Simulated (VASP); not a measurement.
Runs of VASP 6.6.1 on Zr2Ti. The structure is that of space group Fd-3m (No. 227), or close to it. The cells are those of the table. 

```tsv
task	cell	k mesh	gap on the mesh (eV)	pressure (GPa)	relaxed volume (Å³/atom)
single point	a = 5.721 Å, angles 60.0°, 6 atoms	4 × 4 × 4	none	0.1	-
single point	a = 5.723 Å, angles 60.0°, 6 atoms	8 × 8 × 8	none	(b)	-
single point	a = 5.119 Å, angles 60.0°, 6 atoms	4 × 4 × 4	none	50.8	-
relaxation of cell and atoms	relaxed from a = 5.721 Å, angles 60.0°, 6 atoms	8 × 8 × 8	none	-0.1	22.11
relaxation of cell and atoms	relaxed from a = 5.119 Å, angles 60.0°, 6 atoms	4 × 4 × 4	none	-0.3	(a)
```

Alike in all rows: level PBE; potentials or basis VASP PAW PBE potentials, release 64 (Zr_sv, Ti_sv); no spin polarisation; cutoff (eV) 500; smearing gaussian 0.1 eV.

Problem. Estimate the missing entries.

Solution. (a) 22.10; (b) 0.0.

Caveats: some runs use coarse meshes; the volume moved by over 15 % at a fixed basis, so the end points are rough (at least some runs).

A k mesh can miss the band edges, and the runs leave out spin-orbit coupling on Zr.

A gap of «none» marks levels without a gap at the run's occupations.
